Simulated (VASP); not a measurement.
# ScB2P3 in VASP: further runs

Runs on ScB2P3. Level: PBE. Tasks: single point.

All numbers are computed with VASP 6.6.1; they aren't measurements. Logs are shortened: lines on timing, memory, paths and dates and some standing lists are left out, and cuts for length are marked.

## Step 1: The cell of the first run

The typed cell holds 6 atoms: a = 5.165 Å, b = 5.165 Å, c = 6.156 Å, α = 90.00°, β = 90.00°, γ = 120.00°.

The cell was generated, and may not be a known phase.

## Step 2: Single point, PBE

File INCAR:

```
SYSTEM = ScB2P3
ALGO = Normal ; EDIFF = 1E-6
ENCUT = 500 ; GGA = PE
GGA_COMPAT = .FALSE. ; ISIF = 2
ISMEAR = 0 ; LASPH = .TRUE.
LCHARG = .TRUE. ; LELF = .TRUE.
LREAL = .FALSE. ; LVHAR = .TRUE.
LWAVE = .FALSE. ; NBANDS = 25
NELM = 120 ; PREC = Accurate
SIGMA = 0.2
```

File KPOINTS:

```
k-points
0
G
  4 4 3
  0 0 0
```

File POSCAR:

```
ScB2P3
1.0
    5.1651349964     -0.0000000032      0.0000000000
   -2.5825674954      4.4731381225      0.0000000000
    0.0000000000      0.0000000000      6.1558599916
Sc B P
1 2 3
Direct
    0.0000000000      0.0000000000      0.0000000000
    0.0000000000      0.0000000000      0.6317175451
    0.0000000000      0.0000000000      0.3682824549
    0.4997156886      0.0000000000      0.0000000000
    0.0000000000      0.4997156886      0.0000000000
    0.5002843114      0.5002843114      0.0000000000
```

Potentials or basis: VASP PAW PBE potentials, release 64 (Sc_sv, B, P).

Run with:

```console
$ cat potpaw_PBE.64/Sc_sv/POTCAR potpaw_PBE.64/B/POTCAR potpaw_PBE.64/P/POTCAR > POTCAR
$ mpirun -np 1 vasp_std > vasp.out
```

OUTCAR:

```text
SYSTEM = ScB2P3
   EDIFF = 1E-6
   ENCUT = 500
   GGA = PE
   ISIF = 2
   ISMEAR = 0
   LASPH = .TRUE.
   LREAL = .FALSE.
   NELM = 120
   PREC = Accurate

 ion  position               nearest neighbor table
   1  0.000  0.000  0.000-   2 2.27   3 2.27   4 2.58   5 2.58   6 2.58   4 2.58   5 2.58   6 2.58

   2  0.000  0.000  0.632-   3 1.62   1 2.27
   3  0.000  0.000  0.368-   2 1.62   1 2.27
   4  0.500  0.000  0.000-   1 2.58   6 2.58   6 2.58   5 2.58   5 2.58   1 2.58
   5  0.000  0.500  0.000-   1 2.58   6 2.58   6 2.58   4 2.58   4 2.58   1 2.58
   6  0.500  0.500  0.000-   1 2.58   5 2.58   5 2.58   4 2.58   4 2.58   1 2.58

  LATTYP: Found a hexagonal cell.
 ALAT       =     5.1651349964
 C/A-ratio  =     1.1918100874

  Lattice vectors:

 A1 = (   5.1651349964,  -0.0000000032,   0.0000000000)
 A2 = (  -2.5825674954,   4.4731381225,   0.0000000000)
 A3 = (   0.0000000000,   0.0000000000,   6.1558599916)

Analysis of symmetry for initial positions (statically):
=====================================================================
 Subroutine PRICEL returns:
 Original cell was already a primitive cell.

 Routine SETGRP: Setting up the symmetry group for a
 hexagonal supercell.

 Subroutine GETGRP returns: Found 12 space group operations
 (whereof 12 operations were pure point group operations)
 out of a pool of 24 trial point group operations.

The static configuration has the point symmetry D_3h.

Analysis of symmetry for dynamics (positions and initial velocities):
=====================================================================
 Subroutine PRICEL returns:
 Original cell was already a primitive cell.

 Routine SETGRP: Setting up the symmetry group for a
 hexagonal supercell.

 Subroutine GETGRP returns: Found 12 space group operations
 (whereof 12 operations were pure point group operations)
 out of a pool of 24 trial point group operations.

The dynamic configuration has the point symmetry D_3h.

 Subroutine INISYM returns: Found 12 space group operations
 (whereof 12 operations are pure point group operations),
 and found     1 'primitive' translations

----------------------------------------------------------------------------------------

                                     Primitive cell

  volume of cell :     142.2272

  direct lattice vectors                    reciprocal lattice vectors
     5.165134996 -0.000000003  0.000000000     0.193605782  0.111778350  0.000000000
    -2.582567495  4.473138122  0.000000000     0.000000000  0.223556701  0.000000000
     0.000000000  0.000000000  6.155859992     0.000000000  0.000000000  0.162446839

  length of vectors
     5.165134996  5.165134996  6.155859992     0.223556701  0.223556701  0.162446839

  position of ions in fractional coordinates (direct lattice)
     0.000000000  0.000000000  0.000000000
     0.000000000  0.000000000  0.631717545
     0.000000000  0.000000000  0.368282455
     0.499715689  0.000000000  0.000000000
     0.000000000  0.499715689  0.000000000
     0.500284311  0.500284311  0.000000000

  ion indices of the primitive-cell ions
   primitive index   ion index
                 1           1
                 2           2
                 3           3
                 4           4
                 5           5
                 6           6

----------------------------------------------------------------------------------------

 KPOINTS: k-points

Automatic generation of k-mesh.
 Grid dimensions read from file:
 generate k-points for:    4    4    3

 Generating k-lattice:

  Cartesian coordinates                     Fractional coordinates (reciprocal lattice)
     0.048401446  0.027944588  0.000000000     0.250000000  0.000000000  0.000000000
     0.000000000  0.055889175  0.000000000     0.000000000  0.250000000  0.000000000
     0.000000000  0.000000000  0.054148946     0.000000000  0.000000000  0.333333333

  Length of vectors
     0.055889175  0.055889175  0.054148946

  Shift w.r.t. Gamma in fractional coordinates (k-lattice)
     0.000000000  0.000000000  0.000000000

 Subroutine IBZKPT returns following result:
 ===========================================

 Found      8 irreducible k-points:

 Following reciprocal coordinates:
            Coordinates               Weight
  0.000000  0.000000  0.000000      1.000000
  0.250000  0.000000  0.000000      6.000000
  0.500000  0.000000  0.000000      3.000000
  0.250000  0.250000  0.000000      6.000000
  0.000000  0.000000  0.333333      2.000000
  0.250000  0.000000  0.333333     12.000000
  0.500000  0.000000  0.333333      6.000000
  0.250000  0.250000  0.333333     12.000000
   k-points           NKPTS =      8   k-points in BZ     NKDIM =      8   number of bands    NBANDS=     25
   number of dos      NEDOS =    301   number of ions     NIONS =      6
   total plane-waves  NPLWV =  76800
   dimension x,y,z NGX =    40 NGY =   40 NGZ =   48
   dimension x,y,z NGXF=    80 NGYF=   80 NGZF=   96
   ions per type =               1   2   3
   NGX,Y,Z   is equivalent  to a cutoff of  12.87, 12.87, 12.96 a.u.
   NGXF,Y,Z  is equivalent  to a cutoff of  25.75, 25.75, 25.93 a.u.
 SYSTEM =  ScB2P3
   PREC   = accura    normal or accurate (medium, high low for compatibility)
   ISTART =      0    job   : 0-new  1-cont  2-samecut
   ICHARG =      2    charge: 1-file 2-atom 10-const
   ISPIN  =      1    spin polarized calculation?
   LNONCOLLINEAR =      F non collinear calculations
   LSORBIT =      F    spin-orbit coupling
   LASPH  =      T    aspherical Exc in radial PAW
   ENCUT  =  500.0 eV  36.75 Ry    6.06 a.u.   9.42  9.42 11.22*2*pi/ulx,y,z
   NELM   =    120;   NELMIN=  2; NELMDL= -5     # of ELM steps
   EDIFF  = 0.1E-05   stopping-criterion for ELM
   LREAL  =      F    real-space projection
   EDIFFG = 0.1E-04   stopping-criterion for IOM
   NSW    =      0    number of steps for IOM
   IBRION =     -1    ionic relax: 0-MD 1-quasi-New 2-CG
   NFREE  =      0    steps in history (QN), initial steepest desc. (CG)
   ISIF   =      2    stress and relaxation
   ISYM   =      2    0-nonsym 1-usesym 2-fastsym
   POTIM  = 0.5000    time-step for ionic-motion
   TEBEG  =    0.0;   TEEND  =   0.0 temperature during run
   PSTRESS=    0.0 pullay stress
   NELECT =      32.0000    total number of electrons
   NUPDOWN=      -1.0000    fix difference up-down
   EMIN   =  10.00;   EMAX   =-10.00  energy-range for DOS
   EFERMI =   0.00;   METHOD = LEGACY
   ISMEAR =     0;   SIGMA  =   0.20  broadening in eV -4-tet -1-fermi 0-gaus
   EFERMI_NEDOS =   21; number of points for ismear=-14 and -15
   IALGO  =     38    algorithm
   IMIX   =      4    mixing-type and parameters
     AMIX     =   0.40;   BMIX     =  1.00
     AMIX_MAG =   1.60;   BMIX_MAG =  1.00
  volume/ion in A,a.u.               =      23.70       159.97
  Fermi-wavevector in a.u.,A,eV,Ry     =   0.995705  1.881609 13.489196  0.991428
  Thomas-Fermi vector in A             =   2.127743
   LORBIT       =      0    0 simple, 1 ext, 2 COOP (PROOUT), +10 PAW based schemes
   GGA     = PE    functional components
   LHFCALC =     F    Hartree Fock is set to
   AEXX    =    0.0000 exact exchange contribution
   IVDW    =     0    specifies the selected vdW correction
   LEPSILON=     F    determine dielectric tensor
   LRPA    =     F    only Hartree local field effects (RPA)
 non-spin polarized calculation
 Gauss-broadening in eV      SIGMA  =   0.20
  energy-cutoff  :      500.00
  volume of cell :      142.23
 maximum number of plane-waves:      3635
 NGX is ok and might be reduce to    40
   NGX = 19   NGY = 19   NGZ = 23

 number of electron      31.9999999 magnetization

 Free energy of the ion-electron system (eV)
  ---------------------------------------------------
  ext. energy  EPLUGINS =         0.00000000
  ---------------------------------------------------
  free energy    TOTEN  =       -29.42561560 eV

  energy without entropy =      -29.32477228  energy(sigma->0) =      -29.37519394

 E-fermi :   1.6979     XC(G=0):  -8.0575

 val. band max:        1.6637684734   @ k =   0.2500   0.0000   0.0000
 cond. band min:       1.7584195941   @ k =   0.2500   0.2500   0.0000
 fundamental gap:      0.0946511207
 Fermi energy:         1.6979129365

 k-point     1 :       0.0000    0.0000    0.0000
  band No.  band energies     occupation
      1     -46.1737      2.00000
      2     -25.0053      2.00000
      3     -25.0053      2.00000
      4     -24.8257      2.00000
      5     -11.1990      2.00000
      6      -6.2074      2.00000
[... 17 lines left out ...]
     24       6.0999      0.00000
     25       6.1280      0.00000

 k-point     2 :       0.2500    0.0000    0.0000
  band No.  band energies     occupation
      1     -46.1736      2.00000
      2     -25.0115      2.00000
      3     -25.0070      2.00000
      4     -24.8255      2.00000
      5     -10.7794      2.00000
      6      -7.7236      2.00000
[... 17 lines left out ...]
     24       6.7147      0.00000
     25       6.9790      0.00000

 k-point     3 :       0.5000    0.0000    0.0000
  band No.  band energies     occupation
      1     -46.1735      2.00000
      2     -25.0175      2.00000
      3     -25.0087      2.00000
      4     -24.8253      2.00000
      5      -9.9250      2.00000
      6      -9.1008      2.00000
[... 17 lines left out ...]
     24       6.7348      0.00000
     25       7.7362      0.00000

 k-point     4 :       0.2500    0.2500    0.0000
  band No.  band energies     occupation
      1     -46.1735      2.00000
      2     -25.0153      2.00000
      3     -25.0109      2.00000
      4     -24.8253      2.00000
      5     -10.0382      2.00000
      6      -8.8023      2.00000
[... 17 lines left out ...]
     24       6.6775      0.00000
     25       7.5774      0.00000

 k-point     5 :       0.0000    0.0000    0.3333
  band No.  band energies     occupation
      1     -46.1737      2.00000
      2     -25.0053      2.00000
      3     -25.0053      2.00000
      4     -24.8258      2.00000
      5     -11.1916      2.00000
      6      -6.2054      2.00000
[... 17 lines left out ...]
     24       6.1007      0.00000
     25       6.9800      0.00000

 k-point     6 :       0.2500    0.0000    0.3333
  band No.  band energies     occupation
      1     -46.1736      2.00000
      2     -25.0114      2.00000
      3     -25.0070      2.00000
      4     -24.8256      2.00000
      5     -10.7724      2.00000
      6      -7.7187      2.00000
[... 17 lines left out ...]
     24       6.5261      0.00000
     25       6.9069      0.00000

 k-point     7 :       0.5000    0.0000    0.3333
  band No.  band energies     occupation
      1     -46.1735      2.00000
      2     -25.0175      2.00000
      3     -25.0087      2.00000
      4     -24.8254      2.00000
      5      -9.9214      2.00000
      6      -9.0907      2.00000
[... 17 lines left out ...]
     24       6.4471      0.00000
     25       6.7363      0.00000

 k-point     8 :       0.2500    0.2500    0.3333
  band No.  band energies     occupation
      1     -46.1735      2.00000
      2     -25.0153      2.00000
      3     -25.0109      2.00000
      4     -24.8254      2.00000
      5     -10.0329      2.00000
      6      -8.7990      2.00000
[... 17 lines left out ...]
     24       6.4541      0.00000
     25       6.5256      0.00000

------------------------ aborting loop because EDIFF is reached ----------------------------------------

  FORCE on cell =-STRESS in cart. coord.  units (eV):
  Direction    XX          YY          ZZ          XY          YZ          ZX
  --------------------------------------------------------------------------------------
  -------------------------------------------------------------------------------------
  Total        0.4594645      0.4594645      0.6326519      0.0000000      0.0000000      0.0000000
  in kB        5.1758278      5.1758278      7.1267692      0.0000000      0.0000000      0.0000000
  external PRESSURE =       5.8261416 kB  Pullay stress =       0.0000000 kB

 VOLUME and BASIS-vectors are now :
 -----------------------------------------------------------------------------
  energy-cutoff  :      500.00
  volume of cell :      142.23
      direct lattice vectors                 reciprocal lattice vectors
     5.165134996 -0.000000003  0.000000000     0.193605782  0.111778350  0.000000000
    -2.582567495  4.473138122  0.000000000     0.000000000  0.223556701  0.000000000
     0.000000000  0.000000000  6.155859992     0.000000000  0.000000000  0.162446839

 POSITION                                       TOTAL-FORCE (eV/Angst)
 -----------------------------------------------------------------------------------
      0.00000      0.00000      0.00000         0.000000      0.000000     -0.000000
      0.00000      0.00000      3.88876         0.000000      0.000000      0.053917
      0.00000      0.00000      2.26710         0.000000      0.000000     -0.053917
      2.58110     -0.00000      0.00000         0.010718     -0.000000      0.000000
     -1.29055      2.23530      0.00000        -0.005359      0.009282     -0.000000
      1.29202      2.23784      0.00000        -0.005359     -0.009282      0.000000
 -----------------------------------------------------------------------------------
    total drift:                                0.000000      0.000000     -0.000000

  FREE ENERGIE OF THE ION-ELECTRON SYSTEM (eV)
  ---------------------------------------------------
  free  energy   TOTEN  =       -29.4256155971 eV

  energy  without entropy=      -29.3247722750  energy(sigma->0) =      -29.37519394
```

Run time: 83 s. Hardware: 1 thread of Intel Xeon 8259CL, shared host; peak memory 0.26 GiB.

What came out:

* Free energy: -29.4256 eV
* Pressure: 0.6 GPa
* Largest force: 0.054 eV/Å
* Band gap on the k mesh: zero (bands 16 and 17 overlap by 0.93 eV)

Forces on the atoms (eV/Å):
```
Sc   0.000  0.000  0.000
B    0.000  0.000  0.054
B    0.000  0.000 -0.054
P    0.011  0.000  0.000
P   -0.005  0.009  0.000
P   -0.005 -0.009  0.000
```

Levels at points of the mesh, in eV from the Fermi level:
| k point | band 12 | band 13 | band 14 | band 15 | band 16 | band 17 | band 18 | band 19 | band 20 | band 21 |
| --- | --- | --- | --- | --- | --- | --- | --- | --- | --- | --- |
| (0.00, 0.00, 0.00) | -3.65 | -1.59 | -0.62 | 0.38 | 0.38 | 0.85 | 0.85 | 1.14 | 1.14 | 3.17 |
| (0.50, 0.00, 0.00) | -2.11 | -1.42 | -0.55 | -0.55 | -0.39 | -0.30 | -0.12 | 0.10 | 0.60 | 3.20 |

## Step 3: Single point, PBE

This run uses another cell than the first one, of 16.01 Å³/atom.

File INCAR:

```
SYSTEM = ScB2P3
ALGO = Normal
EDIFF = 1E-6
ENCUT = 500
GGA = PE
GGA_COMPAT = .FALSE.
ISIF = 2
ISMEAR = 0
LASPH = .TRUE.
LCHARG = .TRUE.
LELF = .TRUE.
LREAL = .FALSE.
LVHAR = .TRUE.
LWAVE = .FALSE.
NBANDS = 25
NELM = 120
PREC = Accurate
SIGMA = 0.2
```

File KPOINTS:

```
k-points
0
G
  4 4 4
  0 0 0
```

File POSCAR:

```
ScB2P3
1.0
    6.3987018716      0.0000000034      0.0000000000
   -3.1993509388      5.5414383704      0.0000000000
    0.0000000000      0.0000000000      2.7097895835
Sc B P
1 2 3
Direct
    0.3333333333      0.6666666667      0.0000000000
    0.6666666667      0.3333333333      0.5000000000
    0.0000000000      0.0000000000      0.5000000000
    0.8333336974      0.1666663026      0.5000000000
    0.8333336974      0.6666673949      0.5000000000
    0.3333326051      0.1666663026      0.5000000000
```

Potentials or basis: VASP PAW PBE potentials, release 64 (Sc_sv, B, P).

Run with:

```console
$ cat potpaw_PBE.64/Sc_sv/POTCAR potpaw_PBE.64/B/POTCAR potpaw_PBE.64/P/POTCAR > POTCAR
$ mpirun -np 1 vasp_std > vasp.out
```

Run time: 47 s. Hardware: 1 thread of Intel Xeon 8259CL, shared host; peak memory 0.21 GiB.

The run converged. Its results:

```yaml
Free_energy: -32.4881 eV
Pressure: 0.1 GPa
Band_gap_on_the_k_mesh: zero (bands 16 and 17 overlap by 1.45 eV)
```

Stress tensor (GPa, compression positive):
```
0.12 0.00 0.00
0.00 0.12 0.00
0.00 0.00 0.03
```

Levels at points of the mesh, in eV from the Fermi level:
```tsv
k point	band 12	band 13	band 14	band 15	band 16	band 17	band 18	band 19	band 20	band 21
(0.00, 0.00, 0.00)	-2.26	-2.26	-0.76	-0.05	0.91	0.91	1.51	1.85	2.12	2.12
(0.50, 0.00, 0.00)	-3.27	-1.58	-1.32	0.13	0.45	1.90	2.15	2.43	2.56	3.12
(0.00, 0.00, 0.50)	-4.13	-4.13	-3.29	-1.27	-1.27	1.36	1.82	1.82	2.04	2.04
(0.50, 0.00, 0.50)	-4.37	-4.12	-1.59	-1.35	-0.99	-0.46	0.98	1.11	1.12	1.42
```

Caveat: the k points lie up to 0.58 Å⁻¹ apart, too coarse for converged energies and pressures of a metal.

The gap in the log of VASP goes by the Fermi energy; the results here count the filled bands.